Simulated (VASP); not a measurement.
Write the native input for VASP 6.6.1 that does the following.

```yaml
Task: single point
Functional: r2SCAN
Potentials_or_basis: VASP PAW PBE potentials, release 64 (Ba_sv, Zr_sv, O)
Cutoff: 520 eV
k_mesh: 6 × 6 × 6
Occupations: gaussian, width 0.05 eV
Spin: no spin polarisation
Dipole_correction: no
Further_INCAR_settings: ALGO = Normal; EDIFF = 1e-07; NBANDS = 28
```

BaZrO3:

```
Ba Zr O
1.0
     4.39058    0.00000    0.00000
     0.00000    4.39058    0.00000
     0.00000    0.00000    4.18150
Ba Zr O
1 1 3
Cartesian
  2.1953 2.1953 2.0907
  0.0000 0.0000 0.0000
  2.1953 0.0000 0.0000
  0.0000 2.1953 0.0000
  0.0000 0.0000 2.0907
```

This cell differs from its parent crystal: strain +0.0500 x Voigt [1, 1, 0, 0, 0, 0].

One way to write it, as run:

POSCAR

```
BaZrO3
1.0
    4.3905750000      0.0000000000      0.0000000000
    0.0000000000      4.3905750000      0.0000000000
    0.0000000000      0.0000000000      4.1815000000
Ba Zr O
1 1 3
Direct
    0.5000000000      0.5000000000      0.5000000000
    0.0000000000      0.0000000000      0.0000000000
    0.5000000000      0.0000000000      0.0000000000
    0.0000000000      0.5000000000      0.0000000000
    0.0000000000      0.0000000000      0.5000000000
```

INCAR.step1

```
SYSTEM = BaZrO3
PREC = Accurate ; ENCUT = 520
ISMEAR = 0 ; SIGMA = 0.05
LREAL = .False. ; LASPH = .True.
NELM = 80 ; NBANDS = 28
GGA = PE ; ALGO = Normal
EDIFF = 1E-4 ; LWAVE = .True.
LCHARG = .False.
```

INCAR.step2

```
SYSTEM = BaZrO3
PREC = Accurate ; ENCUT = 520
EDIFF = 1E-7 ; ISMEAR = 0
SIGMA = 0.05 ; LREAL = .False.
LASPH = .True. ; NELM = 80
ALGO = Normal ; ISIF = 2
LWAVE = .False. ; LCHARG = .False.
METAGGA = R2SCAN ; LMIXTAU = .True.
NBANDS = 28 ; ISTART = 1
```

KPOINTS

```
Automatic mesh
0
Gamma
  6 6 6
  0 0 0
```

Potentials or basis: VASP PAW PBE potentials, release 64 (Ba_sv, Zr_sv, O).

Command:

```console
$ cat potpaw_PBE.64/Ba_sv/POTCAR potpaw_PBE.64/Zr_sv/POTCAR potpaw_PBE.64/O/POTCAR > POTCAR
$ cp INCAR.step1 INCAR
$ mpirun -np 1 vasp_std > vasp.out
$ cp INCAR.step2 INCAR
$ mpirun -np 1 vasp_std > vasp.out
```

Results of the run:

| Property | Result |
| --- | --- |
| Pressure | -9.8 GPa |
| Band gap on the k mesh | 3.32 eV, indirect (least direct gap 3.62 eV) |

Caveat: the cell differs from its parent crystal (strain +0.0500 x Voigt [1, 1, 0, 0, 0, 0]); the PAW data sets were made with another functional, which shifts forces and pressure a little; spin-orbit coupling is left out, which moves the levels of the heavy elements.

Run time: 4.2 min on 1 thread of Intel(R) Xeon(R) Platinum 8375C CPU @ 2.90GHz (Ice Lake), on a shared host, peak memory 0.26 GiB.
